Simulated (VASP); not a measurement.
Here is a VASP 6.6.1 calculation.

File INCAR:

```
  ALGO = Normal
  EDIFF = 1E-7
  EDIFFG = -0.005
  ENCUT = 600
  GGA = PE
  IBRION = 2
  ISIF = 3
  ISMEAR = -1
  LASPH = T
  LCHARG = F
  LREAL = F
  LWAVE = F
  NELM = 100
  NSW = 60
  PREC = Accurate
  PSTRESS = 1400.0
  SIGMA = 0.05
```

KPOINTS

```
k-points
0
Gamma
  17 17 15
```

Contents of POSCAR:

```
TaN
1.0
    2.7054935424      0.0000000000      0.0000000000
   -1.3527467712      2.3430261375      0.0000000000
    0.0000000000      0.0000000000      2.6513836715
Ta N
1 1
Direct
    0.0000000000      0.0000000000      0.0000000000
    0.3333333333      0.6666666667      0.5000000000
```

Potentials or basis: VASP PAW PBE potentials, release 64 (Ta_pv, N).

The run is started by

```bash
$ cat potpaw_PBE.64/Ta_pv/POTCAR potpaw_PBE.64/N/POTCAR > POTCAR
$ mpirun -np 1 vasp_std > vasp.out
```

Task: Predict the band gap on the k mesh.

Result: Zero (band 8 reaches 11.08 eV, above the bottom of band 9 at 10.63 eV).

Task: Predict the relaxed volume.

Result: 8.56 Å³/atom.

Task: What does it give for the space group after relaxing (to 0.05 Å)?

Result: P-6m2 (No. 187).

Final structure:
```xyz
2
Lattice="2.7056 0.0000 0.0000 -1.3528 2.3431 0.0000 0.0000 0.0000 2.7010" Properties=species:S:1:pos:R:3 pbc="T T T"
Ta    0.0000    0.0000    0.0000
N     0.0000    1.5621    1.3505
```

Caveat: the cell is relaxed towards a set pressure, so the enthalpy falls and the energy may rise; spin-orbit coupling is left out, which moves the levels of the heavy elements.
